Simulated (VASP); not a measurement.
# KI (Fm-3m) in VASP: further runs

KI is run at these levels: LDA, PBE, r2SCAN; tasks: single point, relaxation of cell and atoms.

Program: VASP 6.6.1. These are calculated values, not measurements. Logs are shortened: lines on timing, memory, paths and dates and some standing lists are left out, and cuts for length are marked.

## (1) The cell of the first run

Symmetry: Fm-3m, No. 225, cubic system. Conventional cell: a = 7.089 Å, b = 7.089 Å, c = 7.089 Å, α = 90.00°, β = 90.00°, γ = 90.00°. K (site symmetry m-3m) has 6 I at 3.54 Å within 4.7 Å. Within 4.7 Å of I (site symmetry m-3m) lie 6 K at 3.54 Å.

## (2) Single point, LDA

Contents of INCAR:

```
SYSTEM = KI
  PREC = Accurate
  ENCUT = 500
  EDIFF = 1E-6
  ISMEAR = 0
  SIGMA = 0.01
  LREAL = .False.
  LASPH = .True.
  NELM = 120
  ALGO = Normal
  ISIF = 2
  LWAVE = .False.
  LCHARG = .False.
  GGA = CA
  NBANDS = 15
  GGA_COMPAT = .False.
```

Contents of KPOINTS:

```
Automatic mesh
0
Gamma
  6 6 6
  0 0 0
```

Contents of POSCAR:

```
KI
1.0
    0.0000000000      3.5444850600      3.5444850600
    3.5444850600      0.0000000000      3.5444850600
    3.5444850600      3.5444850600      0.0000000000
K I
1 1
Direct
    0.0000000000      0.0000000000      0.0000000000
    0.5000000000      0.5000000000      0.5000000000
```

Potentials or basis: VASP PAW LDA potentials, release 64 (K_sv, I).

Run with:

```bash
$ cat potpaw_LDA.64/K_sv/POTCAR potpaw_LDA.64/I/POTCAR > POTCAR
$ mpirun -np 1 vasp_std > vasp.out
```

OUTCAR:

```text
SYSTEM = KI
   PREC = Accurate
   ENCUT = 500
   EDIFF = 1E-6
   ISMEAR = 0
   LREAL = .False.
   LASPH = .True.
   NELM = 120
   ISIF = 2
   GGA = CA

 ion  position               nearest neighbor table
   1  0.000  0.000  0.000-   2 3.54   2 3.54   2 3.54   2 3.54   2 3.54   2 3.54
   2  0.500  0.500  0.500-   1 3.54   1 3.54   1 3.54   1 3.54   1 3.54   1 3.54

  LATTYP: Found a face centered cubic cell.
 ALAT       =     7.0889701200

  Lattice vectors:

 A1 = (   0.0000000000,   3.5444850600,   3.5444850600)
 A2 = (   3.5444850600,   0.0000000000,   3.5444850600)
 A3 = (   3.5444850600,   3.5444850600,   0.0000000000)

Analysis of symmetry for initial positions (statically):
=====================================================================
 Subroutine PRICEL returns:
 Original cell was already a primitive cell.

 Routine SETGRP: Setting up the symmetry group for a
 face centered cubic supercell.

 Subroutine GETGRP returns: Found 48 space group operations
 (whereof 48 operations were pure point group operations)
 out of a pool of 48 trial point group operations.

The static configuration has the point symmetry O_h .

Analysis of symmetry for dynamics (positions and initial velocities):
=====================================================================
 Subroutine PRICEL returns:
 Original cell was already a primitive cell.

 Routine SETGRP: Setting up the symmetry group for a
 face centered cubic supercell.

 Subroutine GETGRP returns: Found 48 space group operations
 (whereof 48 operations were pure point group operations)
 out of a pool of 48 trial point group operations.

The dynamic configuration has the point symmetry O_h .

 Subroutine INISYM returns: Found 48 space group operations
 (whereof 48 operations are pure point group operations),
 and found     1 'primitive' translations

----------------------------------------------------------------------------------------

                                     Primitive cell

  volume of cell :      89.0614

  direct lattice vectors                    reciprocal lattice vectors
     0.000000000  3.544485060  3.544485060    -0.141064214  0.141064214  0.141064214
     3.544485060  0.000000000  3.544485060     0.141064214 -0.141064214  0.141064214
     3.544485060  3.544485060  0.000000000     0.141064214  0.141064214 -0.141064214

  length of vectors
     5.012658843  5.012658843  5.012658843     0.244330386  0.244330386  0.244330386

  position of ions in fractional coordinates (direct lattice)
     0.000000000  0.000000000  0.000000000
     0.500000000  0.500000000  0.500000000

  ion indices of the primitive-cell ions
   primitive index   ion index
                 1           1
                 2           2

----------------------------------------------------------------------------------------

 KPOINTS: Automatic mesh

Automatic generation of k-mesh.
 Grid dimensions read from file:
 generate k-points for:    6    6    6

 Generating k-lattice:

  Cartesian coordinates                     Fractional coordinates (reciprocal lattice)
    -0.023510702  0.023510702  0.023510702     0.166666667  0.000000000  0.000000000
     0.023510702 -0.023510702  0.023510702     0.000000000  0.166666667  0.000000000
     0.023510702  0.023510702 -0.023510702     0.000000000  0.000000000  0.166666667

  Length of vectors
     0.040721731  0.040721731  0.040721731

  Shift w.r.t. Gamma in fractional coordinates (k-lattice)
     0.000000000  0.000000000  0.000000000

 Subroutine IBZKPT returns following result:
 ===========================================

 Found     16 irreducible k-points:

 Following reciprocal coordinates:
            Coordinates               Weight
  0.000000  0.000000  0.000000      1.000000
  0.166667  0.000000  0.000000      8.000000
  0.333333  0.000000  0.000000      8.000000
  0.500000  0.000000  0.000000      4.000000
  0.166667  0.166667  0.000000      6.000000
  0.333333  0.166667  0.000000     24.000000
[... 8 lines left out ...]
 -0.333333  0.333333  0.166667     24.000000
 -0.333333  0.500000  0.166667     12.000000
   k-points           NKPTS =     16   k-points in BZ     NKDIM =     16   number of bands    NBANDS=     15
   number of dos      NEDOS =    301   number of ions     NIONS =      2
   total plane-waves  NPLWV =  64000
   dimension x,y,z NGX =    40 NGY =   40 NGZ =   40
   dimension x,y,z NGXF=    80 NGYF=   80 NGZF=   80
   ions per type =               1   1
   NGX,Y,Z   is equivalent  to a cutoff of  13.27, 13.27, 13.27 a.u.
   NGXF,Y,Z  is equivalent  to a cutoff of  26.53, 26.53, 26.53 a.u.
 SYSTEM =  KI
   PREC   = accura    normal or accurate (medium, high low for compatibility)
   ISTART =      0    job   : 0-new  1-cont  2-samecut
   ICHARG =      2    charge: 1-file 2-atom 10-const
   ISPIN  =      1    spin polarized calculation?
   LNONCOLLINEAR =      F non collinear calculations
   LSORBIT =      F    spin-orbit coupling
   LASPH  =      T    aspherical Exc in radial PAW
   ENCUT  =  500.0 eV  36.75 Ry    6.06 a.u.   9.14  9.14  9.14*2*pi/ulx,y,z
   NELM   =    120;   NELMIN=  2; NELMDL= -5     # of ELM steps
   EDIFF  = 0.1E-05   stopping-criterion for ELM
   LREAL  =      F    real-space projection
   EDIFFG = 0.1E-04   stopping-criterion for IOM
   NSW    =      0    number of steps for IOM
   IBRION =     -1    ionic relax: 0-MD 1-quasi-New 2-CG
   NFREE  =      0    steps in history (QN), initial steepest desc. (CG)
   ISIF   =      2    stress and relaxation
   ISYM   =      2    0-nonsym 1-usesym 2-fastsym
   POTIM  = 0.5000    time-step for ionic-motion
   TEBEG  =    0.0;   TEEND  =   0.0 temperature during run
   PSTRESS=    0.0 pullay stress
   NELECT =      16.0000    total number of electrons
   NUPDOWN=      -1.0000    fix difference up-down
   EMIN   =  10.00;   EMAX   =-10.00  energy-range for DOS
   EFERMI =   0.00;   METHOD = LEGACY
   ISMEAR =     0;   SIGMA  =   0.01  broadening in eV -4-tet -1-fermi 0-gaus
   EFERMI_NEDOS =   21; number of points for ismear=-14 and -15
   IALGO  =     38    algorithm
   IMIX   =      4    mixing-type and parameters
     AMIX     =   0.40;   BMIX     =  1.00
     AMIX_MAG =   1.60;   BMIX_MAG =  1.00
  volume/ion in A,a.u.               =      44.53       300.51
  Fermi-wavevector in a.u.,A,eV,Ry     =   0.923744  1.745623 11.609894  0.853303
  Thomas-Fermi vector in A             =   2.049414
   LORBIT       =      0    0 simple, 1 ext, 2 COOP (PROOUT), +10 PAW based schemes
   GGA     = CA    functional components
   LHFCALC =     F    Hartree Fock is set to
   AEXX    =    0.0000 exact exchange contribution
   IVDW    =     0    specifies the selected vdW correction
   LEPSILON=     F    determine dielectric tensor
   LRPA    =     F    only Hartree local field effects (RPA)
 non-spin polarized calculation
 Gauss-broadening in eV      SIGMA  =   0.01
  energy-cutoff  :      500.00
  volume of cell :       89.06
 maximum number of plane-waves:      2285
 NGX is ok and might be reduce to    40
   NGX = 19   NGY = 19   NGZ = 19

 number of electron      15.9999999 magnetization

 Free energy of the ion-electron system (eV)
  ---------------------------------------------------
  ext. energy  EPLUGINS =         0.00000000
  ---------------------------------------------------
  free energy    TOTEN  =        -6.12136975 eV

  energy without entropy =       -6.12136975  energy(sigma->0) =       -6.12136975

 E-fermi :  -0.6230     XC(G=0):  -7.5866

 val. band max:       -0.6758126520   @ k =   0.0000   0.0000   0.0000
 cond. band min:       2.9165234428   @ k =   0.0000   0.0000   0.0000
 fundamental gap:      3.5923360948
 Fermi energy:        -0.6229566778

 k-point     1 :       0.0000    0.0000    0.0000
  band No.  band energies     occupation
      1     -28.8314      2.00000
      2     -12.5545      2.00000
      3     -12.5545      2.00000
      4     -12.5545      2.00000
      5     -11.2316      2.00000
      6      -0.6758      2.00000
      7      -0.6758      2.00000
      8      -0.6758      2.00000
      9       2.9165      0.00000
     10       5.6104      0.00000
     11       5.6104      0.00000
     12       5.6104      0.00000
     13       6.3622      0.00000
     14       6.3622      0.00000
     15       8.7864      0.00000

 k-point     2 :       0.1667    0.0000    0.0000
  band No.  band energies     occupation
      1     -28.8308      2.00000
      2     -12.5999      2.00000
      3     -12.5551      2.00000
      4     -12.5551      2.00000
      5     -11.1552      2.00000
      6      -1.1174      2.00000
      7      -0.7686      2.00000
      8      -0.7686      2.00000
      9       3.5596      0.00000
     10       5.5146      0.00000
     11       5.9008      0.00000
     12       5.9008      0.00000
     13       6.6745      0.00000
     14       6.6745      0.00000
     15       9.6781      0.00000

 k-point     3 :       0.3333    0.0000    0.0000
  band No.  band energies     occupation
      1     -28.8298      2.00000
      2     -12.6795      2.00000
      3     -12.5564      2.00000
      4     -12.5564      2.00000
      5     -11.0117      2.00000
      6      -1.7721      2.00000
      7      -0.9400      2.00000
      8      -0.9400      2.00000
      9       4.3668      0.00000
     10       6.0624      0.00000
     11       6.6063      0.00000
     12       6.6063      0.00000
     13       7.4835      0.00000
     14       7.4835      0.00000
     15       8.6956      0.00000
[... 199 lines left out ...]
 k-point    15 :      -0.3333    0.3333    0.1667
  band No.  band energies     occupation
      1     -28.8287      2.00000
      2     -12.6471      2.00000
      3     -12.5802      2.00000
      4     -12.5702      2.00000
      5     -11.0054      2.00000
      6      -1.6741      2.00000
      7      -1.3325      2.00000
      8      -1.1311      2.00000
      9       5.3306      0.00000
     10       5.6803      0.00000
     11       6.0706      0.00000
     12       7.2924      0.00000
     13       7.8869      0.00000
     14       8.2855      0.00000
     15       8.9858      0.00000

 k-point    16 :      -0.3333    0.5000    0.1667
  band No.  band energies     occupation
      1     -28.8285      2.00000
      2     -12.6014      2.00000
      3     -12.5950      2.00000
      4     -12.5807      2.00000
      5     -11.0427      2.00000
      6      -1.5707      2.00000
      7      -1.2536      2.00000
      8      -1.2363      2.00000
      9       4.7573      0.00000
     10       5.4205      0.00000
     11       6.4705      0.00000
     12       7.3629      0.00000
     13       7.6946      0.00000
     14       8.7417      0.00000
     15       9.1158      0.00000

------------------------ aborting loop because EDIFF is reached ----------------------------------------

  FORCE on cell =-STRESS in cart. coord.  units (eV):
  Direction    XX          YY          ZZ          XY          YZ          ZX
  --------------------------------------------------------------------------------------
  -------------------------------------------------------------------------------------
  Total       -0.7684284     -0.7684284     -0.7684284      0.0000000     -0.0000000      0.0000000
  in kB      -13.8237083    -13.8237083    -13.8237083      0.0000000     -0.0000000      0.0000000
  external PRESSURE =     -13.8237083 kB  Pullay stress =       0.0000000 kB

 VOLUME and BASIS-vectors are now :
 -----------------------------------------------------------------------------
  energy-cutoff  :      500.00
  volume of cell :       89.06
      direct lattice vectors                 reciprocal lattice vectors
     0.000000000  3.544485060  3.544485060    -0.141064214  0.141064214  0.141064214
     3.544485060  0.000000000  3.544485060     0.141064214 -0.141064214  0.141064214
     3.544485060  3.544485060  0.000000000     0.141064214  0.141064214 -0.141064214

 POSITION                                       TOTAL-FORCE (eV/Angst)
 -----------------------------------------------------------------------------------
      0.00000      0.00000      0.00000         0.000000     -0.000000      0.000000
      3.54449      3.54449      3.54449        -0.000000      0.000000     -0.000000
 -----------------------------------------------------------------------------------
    total drift:                                0.000000     -0.000000     -0.000000

  FREE ENERGIE OF THE ION-ELECTRON SYSTEM (eV)
  ---------------------------------------------------
  free  energy   TOTEN  =        -6.1213697549 eV

  energy  without entropy=       -6.1213697549  energy(sigma->0) =       -6.12136975
```

Wall time 20 s (1 thread of AMD EPYC 7R43 (Zen 3), shared host); peak memory 0.16 GiB.

What came out:

```yaml
Free_energy: -6.1214 eV
Pressure: -1.4 GPa
Band_gap_on_the_k_mesh: 3.59 eV, direct
```

Caveat: spin-orbit coupling is left out, which moves the levels of the heavy elements. As with any semilocal functional, this LDA gap is likely too small.

## (3) Single point, PBE

This run uses another cell than the first one, of 46.23 Å³/atom, 1.038 times its volume.

Contents of INCAR:

```
  PREC = Accurate
  ENCUT = 500
  EDIFF = 1E-6
  ISMEAR = -1
  SIGMA = 0.02
  LREAL = F
  LASPH = T
  NELM = 120
  ALGO = Normal
  ISIF = 2
  LWAVE = F
  LCHARG = F
  GGA = PE
  NBANDS = 15
  GGA_COMPAT = F
```

Contents of KPOINTS:

```
regular mesh
0
Gamma
  6 6 6
```

Contents of POSCAR:

```
KI
1.0
    0.0000000000      3.5890743801      3.5890743801
    3.5890743801      0.0000000000      3.5890743801
    3.5890743801      3.5890743801      0.0000000000
K I
1 1
Direct
    0.0000000000      0.0000000000      0.0000000000
    0.5000000000      0.5000000000      0.5000000000
```

Potentials or basis: VASP PAW PBE potentials, release 64 (K_sv, I).

Run with:

```bash
$ cat potpaw_PBE.64/K_sv/POTCAR potpaw_PBE.64/I/POTCAR > POTCAR
$ mpirun -np 1 vasp_std > vasp.out
```

OUTCAR:

```text
PREC = Accurate
   ENCUT = 500
   EDIFF = 1E-6
   ISMEAR = -1
   LREAL = F
   LASPH = T
   NELM = 120
   ISIF = 2
   GGA = PE

 ion  position               nearest neighbor table
   1  0.000  0.000  0.000-   2 3.59   2 3.59   2 3.59   2 3.59   2 3.59   2 3.59
   2  0.500  0.500  0.500-   1 3.59   1 3.59   1 3.59   1 3.59   1 3.59   1 3.59

  LATTYP: Found a face centered cubic cell.
 ALAT       =     7.1781487602

  Lattice vectors:

 A1 = (   0.0000000000,   3.5890743801,   3.5890743801)
[... 462 lines left out ...]

------------------------ aborting loop because EDIFF is reached ----------------------------------------

  FORCE on cell =-STRESS in cart. coord.  units (eV):
  Direction    XX          YY          ZZ          XY          YZ          ZX
  --------------------------------------------------------------------------------------
  -------------------------------------------------------------------------------------
  Total        0.0265381      0.0265381      0.0265381     -0.0000000      0.0000000     -0.0000000
  in kB        0.4598366      0.4598366      0.4598366     -0.0000000      0.0000000     -0.0000000
  external PRESSURE =       0.4598366 kB  Pullay stress =       0.0000000 kB

 VOLUME and BASIS-vectors are now :
 -----------------------------------------------------------------------------
  energy-cutoff  :      500.00
  volume of cell :       92.46
      direct lattice vectors                 reciprocal lattice vectors
     0.000000000  3.589074380  3.589074380    -0.139311685  0.139311685  0.139311685
     3.589074380  0.000000000  3.589074380     0.139311685 -0.139311685  0.139311685
     3.589074380  3.589074380  0.000000000     0.139311685  0.139311685 -0.139311685

 POSITION                                       TOTAL-FORCE (eV/Angst)
 -----------------------------------------------------------------------------------
      0.00000      0.00000      0.00000        -0.000000      0.000000      0.000000
      3.58907      3.58907      3.58907         0.000000     -0.000000     -0.000000
 -----------------------------------------------------------------------------------
    total drift:                                0.000000     -0.000000     -0.000000

  FREE ENERGIE OF THE ION-ELECTRON SYSTEM (eV)
  ---------------------------------------------------
  free  energy   TOTEN  =        -5.5650166687 eV

  energy  without entropy=       -5.5650166686  energy(sigma->0) =       -5.56501667
```

It took 25 s on 1 thread of AMD EPYC 7R43 (Zen 3), shared host; peak memory 0.2 GiB.

Results:

```
Free energy            : -5.5650 eV
Pressure               : 0.0 GPa
Band gap on the k mesh : 3.86 eV, direct
```

Levels at points of the mesh, in eV from the valence-band top:
```csv
k point,band 6,band 7,band 8,band 9,band 10,band 11
"(0.00, 0.00, 0.00)",0.00,0.00,0.00,3.86,6.51,6.51
"(0.50, 0.00, 0.00)",-1.21,-0.30,-0.30,5.47,7.56,8.05
"(0.50, 0.50, 0.00)",-0.93,-0.34,-0.34,5.01,5.66,8.04
```

Caveat: spin-orbit coupling is left out, which moves the levels of the heavy elements.

## (4) Single point, r2SCAN

Contents of POSCAR:

```
KI
1.0
    0.0000000000      3.5444850600      3.5444850600
    3.5444850600      0.0000000000      3.5444850600
    3.5444850600      3.5444850600      0.0000000000
K I
1 1
Direct
    0.0000000000      0.0000000000      0.0000000000
    0.5000000000      0.5000000000      0.5000000000
```

Contents of INCAR.step1:

```
PREC = Accurate ; ENCUT = 550
ISMEAR = -1 ; SIGMA = 0.02
LREAL = False ; LASPH = True
NELM = 120 ; NBANDS = 15
GGA = PE ; ALGO = Normal
EDIFF = 1E-5 ; LWAVE = True
LCHARG = False ; GGA_COMPAT = False
```

Contents of INCAR.step2:

```
PREC = Accurate ; ENCUT = 550
EDIFF = 1E-6 ; ISMEAR = -1
SIGMA = 0.02 ; LREAL = False
LASPH = True ; NELM = 120
ALGO = Normal ; ISIF = 2
LWAVE = False ; LCHARG = False
METAGGA = R2SCAN ; LMIXTAU = True
NBANDS = 15 ; ISTART = 1
GGA_COMPAT = False
```

Contents of KPOINTS:

```
Automatic mesh
0
Gamma
  6 6 6
```

Run with:

```bash
$ cat potpaw_PBE.64/K_sv/POTCAR potpaw_PBE.64/I/POTCAR > POTCAR
$ cp INCAR.step1 INCAR
$ mpirun -np 1 vasp_std > vasp.out
$ cp INCAR.step2 INCAR
$ mpirun -np 1 vasp_std > vasp.out
```

It took 2 min on 1 thread of AMD EPYC 7R43 (Zen 3), shared host; peak memory 0.22 GiB.

Results (log left out):

| Quantity | Value |
| --- | --- |
| Free energy | -33.9849 eV |
| Pressure | 0.0 GPa |
| Band gap on the k mesh | 4.58 eV, direct |

Levels at points of the mesh, in eV from the valence-band top:
```
           k point  band 5  band 6  band 7  band 8  band 9  band 10  band 11  band 12
(0.00, 0.00, 0.00)  -10.80    0.00    0.00    0.00    4.58     7.05     7.05     7.05
(0.50, 0.00, 0.00)  -10.52   -1.30   -0.33   -0.33    6.01     8.31     8.75     8.75
(0.50, 0.50, 0.00)  -10.65   -1.00   -0.37   -0.37    5.39     6.47     8.82     9.39
```

Caveat: the PAW data sets were made with another functional, which shifts forces and pressure a little; spin-orbit coupling is left out, which moves the levels of the heavy elements. r2SCAN opens gaps a little over a GGA but as a rule still falls short of measured ones.

## (5) Single point, r2SCAN

POSCAR is that of step 4.

Contents of INCAR.step1:

```
SYSTEM = KI
PREC = Accurate
ENCUT = 550
ISMEAR = 0
SIGMA = 0.01
LREAL = .False.
LASPH = .True.
NELM = 120
NBANDS = 15
GGA = PE
ALGO = Normal
EDIFF = 1E-5
LWAVE = .True.
LCHARG = .False.
GGA_COMPAT = .False.
```

Contents of INCAR.step2:

```
SYSTEM = KI
PREC = Accurate
ENCUT = 550
EDIFF = 1E-6
ISMEAR = 0
SIGMA = 0.01
LREAL = .False.
LASPH = .True.
NELM = 120
ALGO = Normal
ISIF = 2
LWAVE = .False.
LCHARG = .False.
METAGGA = R2SCAN
LMIXTAU = .True.
NBANDS = 15
ISTART = 1
GGA_COMPAT = .False.
```

Contents of KPOINTS:

```
regular mesh
0
Gamma
  6 6 6
  0 0 0
```

Run with:

```bash
$ cat potpaw_PBE.64/K_sv/POTCAR potpaw_PBE.64/I/POTCAR > POTCAR
$ cp INCAR.step1 INCAR
$ mpirun -np 1 vasp_std > vasp.out
$ cp INCAR.step2 INCAR
$ mpirun -np 1 vasp_std > vasp.out
```

Run time: 99 s. Hardware: 1 thread of AMD EPYC 7R43 (Zen 3), shared host; peak memory 0.23 GiB.

It converged, with:

```yaml
Free_energy: -33.9849 eV
Pressure: 0.0 GPa
Band_gap_on_the_k_mesh: 4.58 eV, direct
```

Levels at points of the mesh, in eV from the valence-band top:
| k point | band 4 | band 5 | band 6 | band 7 | band 8 | band 9 | band 10 | band 11 | band 12 | band 13 |
| --- | --- | --- | --- | --- | --- | --- | --- | --- | --- | --- |
| (0.00, 0.00, 0.00) | -12.39 | -10.80 | 0.00 | 0.00 | 0.00 | 4.58 | 7.05 | 7.05 | 7.05 | 7.90 |
| (0.50, 0.00, 0.00) | -12.39 | -10.52 | -1.30 | -0.33 | -0.33 | 6.01 | 8.31 | 8.75 | 8.75 | 9.41 |
| (0.50, 0.50, 0.00) | -12.41 | -10.65 | -1.00 | -0.37 | -0.37 | 5.39 | 6.47 | 8.82 | 9.39 | 9.52 |

Caveat: the PAW data sets were made with another functional, which shifts forces and pressure a little; spin-orbit coupling is left out, which moves the levels of the heavy elements.

(Continued in part 2 of 2.)
